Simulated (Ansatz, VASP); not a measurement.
# CdTe in VASP and in Ansatz

The input INCAR:

```
SYSTEM = CdTe
  ALGO = Normal
  EDIFF = 1E-6
  ENCUT = 500
  GGA = PS
  GGA_COMPAT = .False.
  ISIF = 2
  ISMEAR = 0
  LASPH = .True.
  LCHARG = .False.
  LREAL = .False.
  LWAVE = .False.
  NBANDS = 16
  NELM = 120
  PREC = Accurate
  SIGMA = 0.01
```

Contents of KPOINTS:

```
k-points
0
Gamma
  4 4 4
  0 0 0
```

The input POSCAR:

```
CdTe
1.0
    0.0000000000      3.2799012430      3.2799012430
    3.2799012430      0.0000000000      3.2799012430
    3.2799012430      3.2799012430      0.0000000000
Cd Te
1 1
Direct
    0.0000000000      0.0000000000      0.0000000000
    0.2500000000      0.2500000000      0.2500000000
```

Input for Ansatz:

```yaml
crystal:
  lattice:
    - [0.0, 3.279901243, 3.279901243]
    - [3.279901243, 0.0, 3.279901243]
    - [3.279901243, 3.279901243, 0.0]
  atoms:
    - { symbol: Cd, position: [0.0, 0.0, 0.0] }
    - { symbol: Te, position: [0.25, 0.25, 0.25] }
kpoints:
  mp_grid: { grid: [4, 4, 4] }
hamiltonian:
  xc: pbesol
scf:
  occupations: { method: fixed }
  n_extra_bands: 4
  mixing: { preconditioner: resta }
output:
  forces: true
  stress: true
  eigenvalues: true
```

Alike in both runs: task single point; functional PBEsol; k mesh 4 × 4 × 4; no spin polarisation.

|  | VASP | Ansatz |
| --- | --- | --- |
| version | VASP 6.6.1 | Ansatz 0.2.0 |
| potentials or method | VASP PAW PBE potentials, release 64 (Cd, Te) | plane waves |
| plane-wave cutoff (eV) | 500 | 420 |
| occupations | gaussian, width 0.01 eV | fixed |
| valence electrons in the cell | 18 | 36 |

Ansatz gave:

| Quantity | Value |
| --- | --- |
| gap on the k mesh at the Fermi level (eV) | 0.54 |
| pressure (GPa) | -1.0 |

**Question.** Which values does VASP return?

**Answer.** gap on the k mesh at the Fermi level (eV): 0.54; pressure (GPa): -0.9.

VASP's potentials were made for PBE, not for PBEsol. VASP's potentials hold 18 valence electrons a cell and Ansatz's 36, so a difference there can come from the potentials and not from the codes.

Neither program's run includes spin-orbit coupling.
